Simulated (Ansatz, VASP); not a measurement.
## Sr in VASP and in Ansatz

Contents of INCAR:

```
SYSTEM = Sr
PREC     = Accurate       ! precision mode
ENCUT    = 520            ! plane-wave cutoff, eV
EDIFF    = 1E-7           ! SCF threshold, eV
ISMEAR   = -1             ! smearing method
SIGMA    = 0.1            ! smearing width, eV
LREAL    = .False.        ! projectors in reciprocal space
LASPH    = .True.         ! aspherical terms in the spheres
NELM     = 60             ! most SCF steps
ALGO     = Normal         ! electronic algorithm
ISIF     = 2              ! what is computed and relaxed
LWAVE    = .False.        ! write WAVECAR
LCHARG   = .False.        ! write CHGCAR
GGA      = PS             ! functional
NBANDS   = 28             ! bands
```

File KPOINTS:

```
regular mesh
0
Gamma
  10 10 3
  0 0 0
```

The input POSCAR:

```
Sr
1.0
    4.3039886044      0.0000000000      0.0000000000
   -2.1519943022      3.7273634691      0.0000000000
    0.0000000000      0.0000000000     14.0843805226
Sr
4
Direct
    1.0000000000      0.0000000000      1.0000000000
    1.0000000000      1.0000000000      0.5000000000
    0.3333333333      0.6666666667      0.2500000000
    0.6666666667      0.3333333333      0.7500000000
```

Input for Ansatz:

```yaml
crystal:
  lattice:
    - [4.3039886044, 0.0, 0.0]
    - [-2.1519943022, 3.7273634691, 0.0]
    - [0.0, 0.0, 14.0843805226]
  atoms:
    - { symbol: Sr, position: [1.0, 0.0, 1.0] }
    - { symbol: Sr, position: [1.0, 1.0, 0.5] }
    - { symbol: Sr, position: [0.3333333333, 0.6666666667, 0.25] }
    - { symbol: Sr, position: [0.6666666667, 0.3333333333, 0.75] }
hamiltonian:
  xc: pbesol
  pseudopotentials:
    kind: paw
    azcp:
      Sr: "pseudopotentials/Sr.paw.azcp"
basis:
  ecutwfc: 420
  fft_grid_basis: typed
kpoints:
  mp_grid: { grid: [10, 10, 3], shift: [0, 0, 0] }
magnetization:
  spin_polarized: false
scf:
  occupations: { method: fermi_dirac, width: 0.1 }
  lower_state_search: "off"
output:
  stress: true
```

Alike in both runs: task single point; functional PBEsol; k mesh 10 × 10 × 3; occupations fermi-dirac, width 0.1 eV; no spin polarisation.

```csv
,VASP,Ansatz
version,VASP 6.6.1,Ansatz 0.2.0
potentials or method,"VASP PAW PBE potentials, release 64 (Sr_sv), cutoff 520 eV","plane waves (420 eV) with PAW, scalar-relativistic"
valence electrons in the cell,40,40
```

```csv
,VASP,Ansatz,Ansatz less VASP
pressure (GPa),-0.8,-0.8,-0.01
```

VASP's potentials were made for PBE, not for PBEsol, and Ansatz warns of the same on its side.
